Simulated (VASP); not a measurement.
InP, 2 atoms in the cell. Symmetry: F-43m, No. 216, cubic system. Conventional cell: a = 5.861 Å, b = 5.861 Å, c = 5.861 Å, α = 90.00°, β = 90.00°, γ = 90.00°. In (site symmetry -43m) has 4 P at 2.54 Å within 3.3 Å. P (site symmetry -43m) has 4 In at 2.54 Å within 3.3 Å. 

- Program: VASP 6.6.1
- Task: single point
- Functional: r2SCAN50
- Potentials or basis: VASP PAW PBE potentials, release 64 (In_d, P)
- Cutoff: 520 eV
- k mesh: 4 × 4 × 4
- Occupations: fermi-dirac, width 0.05 eV
- Spin: no spin polarisation
- Dipole correction: no
- Grid for exact exchange (PRECFOCK): Normal
- Further INCAR settings: ALGO = Normal; EDIFF = 1e-06; NBANDS = 16
- Share of exact exchange: 0.5

Potentials or basis: VASP PAW PBE potentials, release 64 (In_d, P).

The run is started by

```console
$ cat potpaw_PBE.64/In_d/POTCAR potpaw_PBE.64/P/POTCAR > POTCAR
$ cp INCAR.step1 INCAR
$ mpirun -np 1 vasp_std > vasp.out
$ cp INCAR.step2 INCAR
$ mpirun -np 1 vasp_std > vasp.out
```

Hardware: 1 thread of Intel Xeon 8259CL, with other jobs on the host.

Q: How long does it take, and how much memory?

A: It took 12 min on 1 thread of Intel Xeon 8259CL, with other jobs on the host, peak memory 0.19 GiB. Counts: k points 8.
